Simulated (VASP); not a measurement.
A run of VASP 6.6.1 is set up as follows.

Contents of POSCAR:

```
AlCu
1.0
    2.9225712750      0.0000000000      0.0000000000
    0.0000000000      2.9225712750      0.0000000000
    0.0000000000      0.0000000000      2.9975090000
Al Cu
1 1
Direct
    0.0000000000      0.0000000000      0.0000000000
    0.5000000000      0.5000000000      0.5000000000
```

File INCAR.step1:

```
SYSTEM = AlCu
PREC = Accurate
ENCUT = 520
ISMEAR = 0
SIGMA = 0.15
LREAL = .FALSE.
LASPH = .TRUE.
NELM = 80
NBANDS = 14
GGA = PE
ALGO = Normal
EDIFF = 1E-4
LWAVE = .TRUE.
LCHARG = .FALSE.
```

The input INCAR.step2:

```
SYSTEM = AlCu
PREC = Accurate
ENCUT = 520
EDIFF = 1E-6
ISMEAR = 0
SIGMA = 0.15
LREAL = .FALSE.
LASPH = .TRUE.
NELM = 80
ALGO = Normal
ISIF = 2
LWAVE = .FALSE.
LCHARG = .TRUE.
METAGGA = R2SCAN
LMIXTAU = .TRUE.
LELF = .TRUE.
LVHAR = .TRUE.
NBANDS = 14
ISTART = 1
```

Contents of KPOINTS:

```
regular mesh
0
G
  16 16 16
  0 0 0
```

Potentials or basis: VASP PAW PBE potentials, release 64 (Al, Cu).

Command:

```console
$ cat potpaw_PBE.64/Al/POTCAR potpaw_PBE.64/Cu/POTCAR > POTCAR
$ cp INCAR.step1 INCAR
$ mpirun -np 1 vasp_std > vasp.out
$ cp INCAR.step2 INCAR
$ mpirun -np 1 vasp_std > vasp.out
```

Q: Estimate the pressure.

A: 1.4 GPa.

Q: Predict the band gap on the k mesh.

A: Zero (band 7 reaches 13.30 eV, above the bottom of band 8 at 8.73 eV).

Caveat: the cell differs from its parent crystal (strain -0.025 along x and y, +0.000 along z); the PAW data sets were made with another functional, which shifts forces and pressure a little.
